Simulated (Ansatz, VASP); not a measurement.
## C: VASP beside Ansatz

```
C
1.0
    -1.17129    1.17129    1.17129
     1.17129   -1.17129    1.17129
     1.17129    1.17129   -1.17129
C
1
Direct
  0.00000 0.00000 0.00000
```

Alike in both runs: functional PBEsol; k mesh 32 × 32 × 32; occupations gaussian, width 0.1 eV; no spin polarisation.

Ansatz relaxed the structure, and its values are those at the end. VASP's run is a single point on that final structure, the one shown.

```csv
,VASP,Ansatz
version,VASP 6.6.1,Ansatz 0.2.0
potentials or method,"VASP PAW PBE potentials, release 64 (C), cutoff 520 eV","scalar-relativistic, plane waves, PAW"
valence electrons in the cell,4,4
```

|  | VASP | Ansatz | Ansatz less VASP |
| --- | --- | --- | --- |
| gap on the k mesh at the Fermi level (eV) | none | none | - |
| pressure (GPa) | 0.3 | 0.0 | -0.27 |

VASP's potentials were made for PBE, not for PBEsol. A gap of «none» marks a metal or a gap that the smearing closes.
